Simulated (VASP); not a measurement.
Wanted: the native input for a VASP 6.6.1 run.

```
Task                   : single point
Functional             : r2SCAN
Potentials or basis    : VASP PAW PBE potentials, release 64 (Zn, Cd, O)
Cutoff                 : 520 eV
k mesh                 : 12 × 12 × 4
Occupations            : gaussian, width 0.02 eV
Spin                   : no spin polarisation
Dipole correction      : no
Further INCAR settings : ALGO = Normal; EDIFF = 1e-06; NBANDS = 66
```

Zn5CdO6:

```
Zn Cd O
1.0
     3.10660    0.00000    0.00000
    -1.55330    2.69040    0.00000
     0.00000    0.00000   15.32651
Zn Cd O
5 1 6
Direct
  0.00000 0.00000 0.00000
  0.33333 0.66667 0.83876
  0.66667 0.33333 0.67740
  0.33333 0.66667 0.32260
  0.66667 0.33333 0.16124
  0.00000 0.00000 0.50000
  0.66667 0.33333 0.91941
  0.00000 0.00000 0.75827
  0.33333 0.66667 0.59884
  0.66667 0.33333 0.40116
  0.00000 0.00000 0.24173
  0.33333 0.66667 0.08059
```

The input as run:

POSCAR

```
Zn5CdO6
1.0
    3.1066019011      0.0000000000      0.0000000000
   -1.5533009506      2.6903961658      0.0000000000
    0.0000000000      0.0000000000     15.3265050346
Zn Cd O
5 1 6
Direct
    0.0000000000      0.0000000000      0.0000000000
    0.3333333333      0.6666666667      0.8387592320
    0.6666666667      0.3333333333      0.6773962450
    0.3333333333      0.6666666667      0.3226037550
    0.6666666667      0.3333333333      0.1612407680
    0.0000000000      0.0000000000      0.5000000000
    0.6666666667      0.3333333333      0.9194125396
    0.0000000000      0.0000000000      0.7582698972
    0.3333333333      0.6666666667      0.5988401052
    0.6666666667      0.3333333333      0.4011598948
    0.0000000000      0.0000000000      0.2417301028
    0.3333333333      0.6666666667      0.0805874604
```

INCAR.step1

```
PREC = Accurate ; ENCUT = 520
ISMEAR = 0 ; SIGMA = 0.02
LREAL = F ; LASPH = T
NELM = 100 ; NBANDS = 66
GGA = PE ; ALGO = Normal
EDIFF = 1E-4 ; LWAVE = T
LCHARG = F
```

INCAR.step2

```
PREC = Accurate ; ENCUT = 520
EDIFF = 1E-6 ; ISMEAR = 0
SIGMA = 0.02 ; LREAL = F
LASPH = T ; NELM = 100
ALGO = Normal ; ISIF = 2
LWAVE = F ; LCHARG = F
METAGGA = R2SCAN ; LMIXTAU = T
NBANDS = 66 ; ISTART = 1
```

KPOINTS

```
regular mesh
0
Gamma
  12 12 4
```

Potentials or basis: VASP PAW PBE potentials, release 64 (Zn, Cd, O).

Command:

```console
$ cat potpaw_PBE.64/Zn/POTCAR potpaw_PBE.64/Cd/POTCAR potpaw_PBE.64/O/POTCAR > POTCAR
$ cp INCAR.step1 INCAR
$ mpirun -np 1 vasp_std > vasp.out
$ cp INCAR.step2 INCAR
$ mpirun -np 1 vasp_std > vasp.out
```

Results of the run:

| Quantity | Value |
| --- | --- |
| Pressure | -5.9 GPa |
| Largest force | 0.044 eV/Å |
| Band gap on the k mesh | 0.88 eV (least direct gap 0.90 eV) |

Caveat: the cell stands under tension; the PAW data sets were made with another functional, which shifts forces and pressure a little.

Run time: 51 min on 1 thread of Oxide Virtual Turin-like Processor, on a shared host, peak memory 0.55 GiB.
